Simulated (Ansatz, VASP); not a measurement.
## Two plane-wave programs on Ge

```
Ge
1.0
     0.00000    2.93720    2.93720
     2.93720    0.00000    2.93720
     2.93720    2.93720    0.00000
Ge
2
Direct
  0.00000 0.00000 0.00000
  0.25000 0.25000 0.25000
```

Change from the starting cell: volume scaled by 1.06, PAW files.

Alike in both runs: task electric field gradients; functional PBE; k mesh 11 × 11 × 11; occupations fermi-dirac, width 0.05 eV; no spin polarisation.

```csv
,VASP,Ansatz
version,VASP 6.6.1,Ansatz 0.2.0
potentials or method,"VASP PAW PBE potentials, release 64 (Ge_d)","PAW with Ansatz's default frozen-core files, scalar-relativistic"
plane-wave cutoff (eV),520,420
valence electrons in the cell,28,28
```

|  | VASP | Ansatz | Ansatz less VASP |
| --- | --- | --- | --- |
| pressure (GPa) | -3.0 | -3.0 | +0.03 |

The functional is the same, so the differences come from potentials, cutoffs and numerics.
